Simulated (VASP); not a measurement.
Input of a VASP 6.6.1 run:

The input INCAR:

```
PREC = Accurate ; ENCUT = 520
EDIFF = 1E-6 ; ISMEAR = 0
SIGMA = 0.1 ; LREAL = F
LASPH = T ; NELM = 80
ALGO = Fast ; ISIF = 2
LWAVE = F ; LCHARG = F
GGA = PE ; NBANDS = 33
```

Contents of KPOINTS:

```
Automatic mesh
0
Gamma
  3 3 4
```

File POSCAR:

```
RbNa
1.0
    9.0397278092      0.0000000000      0.0000000000
   -4.5198639046      7.8286339261      0.0000000000
    0.0000000000      0.0000000000      6.7131680538
Rb Na
3 3
Direct
    0.5000000000      0.0000000000      0.0000000000
    0.5000000000      0.5000000000      0.0000000000
    0.0000000000      0.5000000000      0.0000000000
    0.0000000000      0.0000000000      0.0000000000
    0.3333333333      0.6666666667      0.5000000000
    0.6666666667      0.3333333333      0.5000000000
```

Potentials or basis: VASP PAW PBE potentials, release 64 (Rb_sv, Na_pv).

Run with:

```sh
$ cat potpaw_PBE.64/Rb_sv/POTCAR potpaw_PBE.64/Na_pv/POTCAR > POTCAR
$ mpirun -np 1 vasp_std > vasp.out
```

(1) Predict the pressure.

(2) Estimate the band gap on the k mesh.

Results:

(1) 0.1 GPa.

(2) zero (band 24 reaches -0.31 eV, above the bottom of band 25 at -0.81 eV).
